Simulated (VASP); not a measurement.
# B3As2 (P4mm) in VASP: a series of runs, part 2 of 2

VASP 6.6.1. Earlier steps stand in the parts before.

## (5) Single point, PBE

This run uses another cell than the first one, of 12.82 Å³/atom, 0.994 times its volume.

INCAR reads:

```
PREC = Accurate ; ENCUT = 520
EDIFF = 1E-7 ; ISMEAR = 0
SIGMA = 0.1 ; LREAL = F
LASPH = T ; NELM = 60
ALGO = Normal ; ISIF = 2
LWAVE = F ; LCHARG = F
GGA = PE ; NBANDS = 18
```

KPOINTS reads:

```
Automatic mesh
0
Gamma
  10 10 8
```

POSCAR reads:

```
B3As2
1.0
    3.7951382857      0.0000000000      0.0000000000
    0.0000000000      3.7951382857      0.0000000000
    0.0000000000      0.0000000000      4.4513714230
B As
3 2
Direct
    0.5000000000      0.0000000000      0.0231827380
    0.0000000000      0.5000000000      0.0231827380
    0.0000000000      0.0000000000      0.2243115568
    0.0000000000      0.0000000000      0.7235970706
    0.5000000000      0.5000000000      0.2757258165
```

The run is started by

```sh
$ cat potpaw_PBE.64/B/POTCAR potpaw_PBE.64/As/POTCAR > POTCAR
$ mpirun -np 1 vasp_std > vasp.out
```

Wall time 88 s (1 thread of Intel Xeon Platinum 8488C (Sapphire Rapids), shared host); peak memory 0.24 GiB.

The run converged. Its results:

```yaml
Free_energy: -23.3247 eV
Pressure: 0.3 GPa
Largest_force: 0.057 eV/Å
```

Forces on the atoms (eV/Å):
```
B    0.000  0.000 -0.014
B    0.000  0.000 -0.014
B    0.000  0.000  0.002
As   0.000  0.000 -0.032
As   0.000  0.000  0.057
```

Stress tensor (GPa, compression positive):
```
0.30 0.00 0.00
0.00 0.30 0.00
0.00 0.00 0.43
```

Levels at points of the mesh, in eV from the Fermi level:
```tsv
k point	band 6	band 7	band 8	band 9	band 10	band 11	band 12	band 13	band 14	band 15
(0.00, 0.00, 0.00)	-4.43	-3.66	-0.56	-0.14	-0.14	1.23	2.14	2.14	2.79	3.67
(0.50, 0.00, 0.00)	-4.62	-3.47	-3.06	-2.36	-1.91	2.21	2.54	3.83	5.12	5.47
(0.50, 0.50, 0.00)	-4.22	-3.48	-3.48	-2.58	1.10	1.10	2.89	4.27	4.64	5.26
(0.00, 0.00, 0.50)	-3.39	-2.80	-1.77	-1.77	-0.18	0.28	1.21	1.21	2.04	6.03
(0.50, 0.00, 0.50)	-3.27	-2.94	-2.33	-0.48	-0.33	-0.30	1.86	3.81	4.29	4.66
(0.50, 0.50, 0.50)	-5.45	-5.45	-4.04	2.15	3.88	4.33	4.68	5.49	5.49	5.65
```

## (6) Relaxation of cell and atoms, PBE

This run uses another cell than the first one, of 12.77 Å³/atom, 0.990 times its volume.

INCAR reads:

```
SYSTEM = B3As2
PREC     = Accurate       ! precision mode
ENCUT    = 600            ! plane-wave cutoff, eV
EDIFF    = 1E-6           ! SCF threshold, eV
ISMEAR   = 0              ! smearing method
SIGMA    = 0.1            ! smearing width, eV
LREAL    = .False.        ! projectors in reciprocal space
LASPH    = .True.         ! aspherical terms in the spheres
NELM     = 100            ! most SCF steps
ALGO     = Normal         ! electronic algorithm
ISIF     = 3              ! what is computed and relaxed
LWAVE    = .False.        ! write WAVECAR
LCHARG   = .False.        ! write CHGCAR
GGA      = PE             ! functional
IBRION   = 2              ! ionic algorithm
NSW      = 100            ! ionic steps
EDIFFG   = -0.01          ! ionic threshold
```

KPOINTS reads:

```
regular mesh
0
Gamma
  10 10 8
  0 0 0
```

POSCAR reads:

```
B3As2
1.0
    3.7883117432      0.0000000000      0.0000000000
    0.0000000000      3.7883117432      0.0000000000
    0.0000000000      0.0000000000      4.4487373354
B As
3 2
Direct
    0.5000000000      0.0000000000      0.0172490288
    0.0000000000      0.5000000000      0.0172490288
    0.0000000000      0.0000000000      0.2307860281
    0.0000000000      0.0000000000      0.7266873253
    0.5000000000      0.5000000000      0.2780285089
```

Potentials or basis: VASP PAW PBE potentials, release 64 (B, As).

The run is started by

```sh
$ cat potpaw_PBE.64/B/POTCAR potpaw_PBE.64/As/POTCAR > POTCAR
$ mpirun -np 1 vasp_std > vasp.out
```

It took 5.4 min on 1 thread of Intel Xeon Platinum 8259CL at 2.50GHz (Skylake/Cascade Lake), shared host; peak memory 0.26 GiB.

The run converged. Its results:

| Property | Result |
| --- | --- |
| Free energy | -23.3269 eV |
| Relaxed volume | 12.86 Å³/atom |
| Relaxed cell | a = 3.797 Å, b = 3.797 Å, c = 4.458 Å, α = 90.00°, β = 90.00°, γ = 90.00° |
| Space group after relaxing (to 0.05 Å) | P4mm (No. 99) |
| Energy gained by relaxing | 1.4 meV/atom |
| Ionic steps | 9 |
| Pressure after relaxing | 0.0 GPa |
| Largest force after relaxing | 0.008 eV/Å |

Forces on the atoms (eV/Å):
```
B    0.000  0.000  0.002
B    0.000  0.000  0.002
B    0.000  0.000  0.001
As   0.000  0.000  0.003
As   0.000  0.000 -0.008
```

Step by step:
```csv
step,energy change (eV),largest force (eV/Å),pressure (GPa),volume (Å³)
1,0.0000,0.1917,0.29,63.85
2,-0.0043,0.0864,0.11,64.06
3,-0.0052,0.1027,0.00,64.21
4,-0.0058,0.0705,0.04,64.24
5,-0.0063,0.0663,0.12,64.28
6,-0.0067,0.0344,-0.16,64.41
7,-0.0067,0.0221,-0.28,64.46
8,-0.0070,0.0085,-0.14,64.36
9,-0.0071,0.0079,-0.04,64.28
```

Final structure:
```
B As
1.0
     3.79746    0.00000    0.00000
     0.00000    3.79746    0.00000
     0.00000    0.00000    4.45758
B As
3 2
Cartesian
  1.8987 0.0000 0.1050
  0.0000 1.8987 0.1050
  0.0000 0.0000 0.9945
  0.0000 0.0000 3.2228
  1.8987 1.8987 1.2338
```

Levels at points of the mesh, in eV from the Fermi level:
| k point | band 7 | band 8 | band 9 | band 10 | band 11 | band 12 | band 13 |
| --- | --- | --- | --- | --- | --- | --- | --- |
| (0.00, 0.00, 0.00) | -3.65 | -0.57 | -0.14 | -0.14 | 1.23 | 2.13 | 2.13 |
| (0.50, 0.00, 0.00) | -3.45 | -3.08 | -2.36 | -1.90 | 2.19 | 2.52 | 3.83 |
| (0.50, 0.50, 0.00) | -3.47 | -3.47 | -2.59 | 1.08 | 1.08 | 2.87 | 4.27 |
| (0.00, 0.00, 0.50) | -2.80 | -1.76 | -1.76 | -0.18 | 0.29 | 1.21 | 1.21 |
| (0.50, 0.00, 0.50) | -2.93 | -2.33 | -0.48 | -0.32 | -0.30 | 1.82 | 3.79 |
| (0.50, 0.50, 0.50) | -5.44 | -4.04 | 2.14 | 3.85 | 4.33 | 4.68 | 5.47 |

## (7) Summary

```tsv
task	cell	k mesh	cutoff (eV)	gap on the mesh (eV)	pressure (GPa)	relaxed volume (Å³/atom)	largest force (eV/Å)
single point	a = 3.525, b = 3.525, c = 5.191 Å, 5 atoms	6 × 6 × 4	520	none	-1.9	-	0.67
single point	a = 3.788, b = 3.788, c = 4.449 Å, 5 atoms	6 × 6 × 4	520	none	0.6	-	0.02
relaxation of cell and atoms	relaxed from a = 3.525, b = 3.525, c = 5.191 Å, 5 atoms	6 × 6 × 4	600	none	-0.1	12.86	0.01
single point	a = 3.795, b = 3.795, c = 4.451 Å, 5 atoms	10 × 10 × 8	520	none	0.3	-	0.06
relaxation of cell and atoms	relaxed from a = 3.788, b = 3.788, c = 4.449 Å, 5 atoms	10 × 10 × 8	600	none	0.0	12.86	0.01
```

Alike in all rows: level PBE; potentials or basis VASP PAW PBE potentials, release 64 (B, As); no spin polarisation; smearing gaussian 0.1 eV.

Total energies depend on the potentials used, so only differences within one code and one set of settings carry meaning.
